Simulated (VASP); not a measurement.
# ZrNb2N3 (P-4m2) in VASP: single point with PBE

Aim: the single point of ZrNb2N3 with PBE.

Program: VASP 6.6.1. These are calculated values, not measurements. Logs are shortened: lines on timing, memory, paths and dates and some standing lists are left out, and cuts for length are marked.

## Step 1: The cell of the first run

It takes space group P-4m2 (No. 115, tetragonal). Conventional cell: a = 3.070 Å, b = 3.070 Å, c = 8.090 Å, α = 90.00°, β = 90.00°, γ = 90.00°. Within 2.9 Å of Zr (site symmetry -4m2) lie 4 N at 2.17 Å. Within 3.1 Å of Nb (site symmetry 2mm) lie 5 N at 2.18 to 2.23 Å and 8 Nb at 2.96 to 3.07 Å. N (site symmetry 2mm) has 5 Nb at 2.18 to 2.23 Å within 2.9 Å. N (site symmetry -4m2) has 4 Zr at 2.17 Å within 2.9 Å.

The cell was built from a structure type or drawn by symmetry, and may not be a known phase.

## Step 2: Single point, PBE

File INCAR:

```
ALGO = Normal ; EDIFF = 1E-6
ENCUT = 600 ; GGA = PE
GGA_COMPAT = False ; ISIF = 2
ISMEAR = 0 ; LASPH = True
LCHARG = False ; LREAL = False
LWAVE = False ; NBANDS = 36
NELM = 120 ; PREC = Accurate
SIGMA = 0.15
```

File KPOINTS:

```
k-points
0
Gamma
  4 4 2
```

File POSCAR:

```
ZrNb2N3
1.0
    3.0700279191      0.0000000000      0.0000000000
    0.0000000000      3.0700279191      0.0000000000
    0.0000000000      0.0000000000      8.0903271271
Zr Nb N
1 2 3
Direct
    0.0000000000      0.0000000000      0.0000000000
    0.5000000000      0.0000000000      0.3758364908
    0.0000000000      0.5000000000      0.6241635092
    0.5000000000      0.0000000000      0.6519952481
    0.0000000000      0.5000000000      0.3480047519
    0.5000000000      0.5000000000      0.0000000000
```

Potentials or basis: VASP PAW PBE potentials, release 64 (Zr_sv, Nb_sv, N).

Run with:

```console
$ cat potpaw_PBE.64/Zr_sv/POTCAR potpaw_PBE.64/Nb_sv/POTCAR potpaw_PBE.64/N/POTCAR > POTCAR
$ mpirun -np 1 vasp_std > vasp.out
```

OUTCAR:

```text
EDIFF = 1E-6
   ENCUT = 600
   GGA = PE
   ISIF = 2
   ISMEAR = 0
   LASPH = True
   LREAL = False
   NELM = 120
   PREC = Accurate

 ion  position               nearest neighbor table
   1  0.000  0.000  0.000-   6 2.17   6 2.17   6 2.17   6 2.17   3 3.41   2 3.41   2 3.41   3 3.41

   2  0.500  0.000  0.376-   5 2.18   5 2.18   5 2.18   5 2.18   4 2.23   3 2.96   3 2.96   3 2.96
                             3 2.96   1 3.41   1 3.41
   3  0.000  0.500  0.624-   4 2.18   4 2.18   4 2.18   4 2.18   5 2.23   2 2.96   2 2.96   2 2.96
                             2 2.96   1 3.41   1 3.41
   4  0.500  0.000  0.652-   3 2.18   3 2.18   3 2.18   3 2.18   2 2.23
   5  0.000  0.500  0.348-   2 2.18   2 2.18   2 2.18   2 2.18   3 2.23
   6  0.500  0.500  0.000-   1 2.17   1 2.17   1 2.17   1 2.17

  LATTYP: Found a simple tetragonal cell.
 ALAT       =     3.0700279191
 C/A-ratio  =     2.6352617436

  Lattice vectors:

 A1 = (   3.0700279191,   0.0000000000,   0.0000000000)
 A2 = (   0.0000000000,   3.0700279191,   0.0000000000)
 A3 = (   0.0000000000,   0.0000000000,   8.0903271271)

Analysis of symmetry for initial positions (statically):
=====================================================================
 Subroutine PRICEL returns:
 Original cell was already a primitive cell.

 Routine SETGRP: Setting up the symmetry group for a
 simple tetragonal supercell.

 Subroutine GETGRP returns: Found  8 space group operations
 (whereof  8 operations were pure point group operations)
 out of a pool of 16 trial point group operations.

The static configuration has the point symmetry D_2d.

Analysis of symmetry for dynamics (positions and initial velocities):
=====================================================================
 Subroutine PRICEL returns:
 Original cell was already a primitive cell.

 Routine SETGRP: Setting up the symmetry group for a
 simple tetragonal supercell.

 Subroutine GETGRP returns: Found  8 space group operations
 (whereof  8 operations were pure point group operations)
 out of a pool of 16 trial point group operations.

The dynamic configuration has the point symmetry D_2d.

 Subroutine INISYM returns: Found  8 space group operations
 (whereof  8 operations are pure point group operations),
 and found     1 'primitive' translations

----------------------------------------------------------------------------------------

                                     Primitive cell

  volume of cell :      76.2519

  direct lattice vectors                    reciprocal lattice vectors
     3.070027919  0.000000000  0.000000000     0.325729937  0.000000000  0.000000000
     0.000000000  3.070027919  0.000000000     0.000000000  0.325729937  0.000000000
     0.000000000  0.000000000  8.090327127     0.000000000  0.000000000  0.123604396

  length of vectors
     3.070027919  3.070027919  8.090327127     0.325729937  0.325729937  0.123604396

  position of ions in fractional coordinates (direct lattice)
     0.000000000  0.000000000  0.000000000
     0.500000000  0.000000000  0.375836491
     0.000000000  0.500000000  0.624163509
     0.500000000  0.000000000  0.651995248
     0.000000000  0.500000000  0.348004752
     0.500000000  0.500000000  0.000000000

  ion indices of the primitive-cell ions
   primitive index   ion index
                 1           1
                 2           2
                 3           3
                 4           4
                 5           5
                 6           6

----------------------------------------------------------------------------------------

 KPOINTS: k-points

Automatic generation of k-mesh.
 Grid dimensions read from file:
 generate k-points for:    4    4    2

 Generating k-lattice:

  Cartesian coordinates                     Fractional coordinates (reciprocal lattice)
     0.081432484  0.000000000  0.000000000     0.250000000  0.000000000  0.000000000
     0.000000000  0.081432484  0.000000000     0.000000000  0.250000000  0.000000000
     0.000000000  0.000000000  0.061802198     0.000000000  0.000000000  0.500000000

  Length of vectors
     0.081432484  0.081432484  0.061802198

  Shift w.r.t. Gamma in fractional coordinates (k-lattice)
     0.000000000  0.000000000  0.000000000

 Subroutine IBZKPT returns following result:
 ===========================================

 Found     12 irreducible k-points:

 Following reciprocal coordinates:
            Coordinates               Weight
  0.000000  0.000000  0.000000      1.000000
  0.250000  0.000000  0.000000      4.000000
  0.500000  0.000000  0.000000      2.000000
  0.250000  0.250000  0.000000      4.000000
  0.500000  0.250000  0.000000      4.000000
  0.500000  0.500000  0.000000      1.000000
  0.000000  0.000000  0.500000      1.000000
  0.250000  0.000000  0.500000      4.000000
  0.500000  0.000000  0.500000      2.000000
  0.250000  0.250000  0.500000      4.000000
  0.500000  0.250000  0.500000      4.000000
  0.500000  0.500000  0.500000      1.000000
   k-points           NKPTS =     12   k-points in BZ     NKDIM =     12   number of bands    NBANDS=     36
   number of dos      NEDOS =    301   number of ions     NIONS =      6
   total plane-waves  NPLWV =  54880
   dimension x,y,z NGX =    28 NGY =   28 NGZ =   70
   dimension x,y,z NGXF=    56 NGYF=   56 NGZF=  140
   ions per type =               1   2   3
   NGX,Y,Z   is equivalent  to a cutoff of  15.16, 15.16, 14.38 a.u.
   NGXF,Y,Z  is equivalent  to a cutoff of  30.32, 30.32, 28.77 a.u.
 SYSTEM =  unknown system
   PREC   = accura    normal or accurate (medium, high low for compatibility)
   ISTART =      0    job   : 0-new  1-cont  2-samecut
   ICHARG =      2    charge: 1-file 2-atom 10-const
   ISPIN  =      1    spin polarized calculation?
   LNONCOLLINEAR =      F non collinear calculations
   LSORBIT =      F    spin-orbit coupling
   LASPH  =      T    aspherical Exc in radial PAW
   ENCUT  =  600.0 eV  44.10 Ry    6.64 a.u.   6.13  6.13 16.16*2*pi/ulx,y,z
   NELM   =    120;   NELMIN=  2; NELMDL= -5     # of ELM steps
   EDIFF  = 0.1E-05   stopping-criterion for ELM
   LREAL  =      F    real-space projection
   EDIFFG = 0.1E-04   stopping-criterion for IOM
   NSW    =      0    number of steps for IOM
   IBRION =     -1    ionic relax: 0-MD 1-quasi-New 2-CG
   NFREE  =      0    steps in history (QN), initial steepest desc. (CG)
   ISIF   =      2    stress and relaxation
   ISYM   =      2    0-nonsym 1-usesym 2-fastsym
   POTIM  = 0.5000    time-step for ionic-motion
   TEBEG  =    0.0;   TEEND  =   0.0 temperature during run
   PSTRESS=    0.0 pullay stress
   NELECT =      53.0000    total number of electrons
   NUPDOWN=      -1.0000    fix difference up-down
   EMIN   =  10.00;   EMAX   =-10.00  energy-range for DOS
   EFERMI =   0.00;   METHOD = LEGACY
   ISMEAR =     0;   SIGMA  =   0.15  broadening in eV -4-tet -1-fermi 0-gaus
   EFERMI_NEDOS =   21; number of points for ismear=-14 and -15
   IALGO  =     38    algorithm
   IMIX   =      4    mixing-type and parameters
     AMIX     =   0.40;   BMIX     =  1.00
     AMIX_MAG =   1.60;   BMIX_MAG =  1.00
  volume/ion in A,a.u.               =      12.71        85.76
  Fermi-wavevector in a.u.,A,eV,Ry     =   1.450162  2.740409 28.612645  2.102970
  Thomas-Fermi vector in A             =   2.567806
   LORBIT       =      0    0 simple, 1 ext, 2 COOP (PROOUT), +10 PAW based schemes
   GGA     = PE    functional components
   LHFCALC =     F    Hartree Fock is set to
   AEXX    =    0.0000 exact exchange contribution
   IVDW    =     0    specifies the selected vdW correction
   LEPSILON=     F    determine dielectric tensor
   LRPA    =     F    only Hartree local field effects (RPA)
 non-spin polarized calculation
 Gauss-broadening in eV      SIGMA  =   0.15
  energy-cutoff  :      600.00
  volume of cell :       76.25
 maximum number of plane-waves:      2592
 NGX is ok and might be reduce to    28
   NGX = 13   NGY = 13   NGZ = 33

 number of electron      52.9999999 magnetization

 Free energy of the ion-electron system (eV)
  ---------------------------------------------------
  ext. energy  EPLUGINS =         0.00000000
  ---------------------------------------------------
  free energy    TOTEN  =       -59.48890565 eV

  energy without entropy =      -59.41624208  energy(sigma->0) =      -59.45257387

 E-fermi :  10.7088     XC(G=0): -12.1839

 val. band max:       10.7034509482   @ k =   0.2500   0.0000   0.0000
 cond. band min:      10.7108394340   @ k =   0.5000   0.5000   0.0000
 fundamental gap:      0.0073884859
 Fermi energy:        10.7088089278

 k-point     1 :       0.0000    0.0000    0.0000
  band No.  band energies     occupation
      1     -45.2420      2.00000
      2     -45.0867      2.00000
      3     -38.4231      2.00000
      4     -21.5073      2.00000
      5     -21.2222      2.00000
      6     -21.2222      2.00000
[... 28 lines left out ...]
     35      13.0961      0.00000
     36      14.3039      0.00000

 k-point     2 :       0.2500    0.0000    0.0000
  band No.  band energies     occupation
      1     -45.1933      2.00000
      2     -45.0829      2.00000
      3     -38.3786      2.00000
      4     -21.6026      2.00000
      5     -21.5840      2.00000
      6     -21.1415      2.00000
[... 28 lines left out ...]
     35      14.2689      0.00000
     36      14.7968      0.00000

 k-point     3 :       0.5000    0.0000    0.0000
  band No.  band energies     occupation
      1     -45.1118      2.00000
      2     -45.1114      2.00000
      3     -38.3335      2.00000
      4     -21.8778      2.00000
      5     -21.8542      2.00000
      6     -21.0125      2.00000
[... 28 lines left out ...]
     35      14.8293      0.00000
     36      15.3123      0.00000
[... 274 lines left out ...]
 k-point    11 :       0.5000    0.2500    0.5000
  band No.  band energies     occupation
      1     -45.0864      2.00000
      2     -45.0862      2.00000
      3     -38.2913      2.00000
      4     -21.7866      2.00000
      5     -21.7619      2.00000
      6     -21.2736      2.00000
[... 28 lines left out ...]
     35      14.5272      0.00000
     36      15.9968      0.00000

 k-point    12 :       0.5000    0.5000    0.5000
  band No.  band energies     occupation
      1     -45.0608      2.00000
      2     -45.0608      2.00000
      3     -38.2487      2.00000
      4     -21.7955      2.00000
      5     -21.7669      2.00000
      6     -21.3621      2.00000
[... 28 lines left out ...]
     35      14.5847      0.00000
     36      15.2128      0.00000

------------------------ aborting loop because EDIFF is reached ----------------------------------------

  FORCE on cell =-STRESS in cart. coord.  units (eV):
  Direction    XX          YY          ZZ          XY          YZ          ZX
  --------------------------------------------------------------------------------------
  -------------------------------------------------------------------------------------
  Total       -0.2423927     -0.2423927      0.1273010      0.0000000      0.0000000      0.0000000
  in kB       -5.0930669     -5.0930669      2.6748014      0.0000000      0.0000000      0.0000000
  external PRESSURE =      -2.5037775 kB  Pullay stress =       0.0000000 kB

 VOLUME and BASIS-vectors are now :
 -----------------------------------------------------------------------------
  energy-cutoff  :      600.00
  volume of cell :       76.25
      direct lattice vectors                 reciprocal lattice vectors
     3.070027919  0.000000000  0.000000000     0.325729937  0.000000000  0.000000000
     0.000000000  3.070027919  0.000000000     0.000000000  0.325729937  0.000000000
     0.000000000  0.000000000  8.090327127     0.000000000  0.000000000  0.123604396

 POSITION                                       TOTAL-FORCE (eV/Angst)
 -----------------------------------------------------------------------------------
      0.00000      0.00000      0.00000         0.000000      0.000000      0.000000
      1.53501      0.00000      3.04064         0.000000     -0.000000      0.026723
      0.00000      1.53501      5.04969         0.000000      0.000000     -0.026723
      1.53501      0.00000      5.27485         0.000000      0.000000     -0.056416
      0.00000      1.53501      2.81547         0.000000      0.000000      0.056416
      1.53501      1.53501      0.00000         0.000000     -0.000000      0.000000
 -----------------------------------------------------------------------------------
    total drift:                                0.000000      0.000000     -0.000000

  FREE ENERGIE OF THE ION-ELECTRON SYSTEM (eV)
  ---------------------------------------------------
  free  energy   TOTEN  =       -59.4889056534 eV

  energy  without entropy=      -59.4162420815  energy(sigma->0) =      -59.45257387
```

Run time: 41 s. Hardware: 1 thread of Intel Xeon 6975P-C (Granite Rapids), shared host; peak memory 0.23 GiB.

What came out:

| Quantity | Value |
| --- | --- |
| Free energy | -59.4889 eV |
| Pressure | -0.3 GPa |
| Largest force | 0.056 eV/Å |
| Band gap on the k mesh | zero (an odd number of electrons rules out a gap without spin polarisation) |

Forces on the atoms (eV/Å):
```
Zr   0.000  0.000  0.000
Nb   0.000  0.000  0.027
Nb   0.000  0.000 -0.027
N    0.000  0.000 -0.056
N    0.000  0.000  0.056
N    0.000  0.000  0.000
```

Levels at points of the mesh, in eV from the Fermi level:
| k point | band 24 | band 25 | band 26 | band 27 | band 28 | band 29 |
| --- | --- | --- | --- | --- | --- | --- |
| (0.00, 0.00, 0.00) | -2.11 | -1.73 | -1.65 | -1.65 | -1.59 | -0.51 |
| (0.50, 0.00, 0.00) | -3.90 | -0.67 | 1.12 | 1.22 | 1.38 | 1.73 |
| (0.50, 0.50, 0.00) | -2.55 | -2.55 | -2.08 | 0.00 | 0.00 | 2.21 |
| (0.00, 0.00, 0.50) | -2.25 | -1.70 | -1.61 | -1.61 | -0.64 | -0.64 |
| (0.50, 0.00, 0.50) | -4.24 | -0.22 | 1.15 | 1.30 | 1.37 | 1.82 |
| (0.50, 0.50, 0.50) | -2.40 | -2.40 | -1.61 | -0.69 | -0.69 | 1.03 |

Caveat: the k points lie up to 0.51 Å⁻¹ apart, too coarse for converged energies and pressures of a metal.
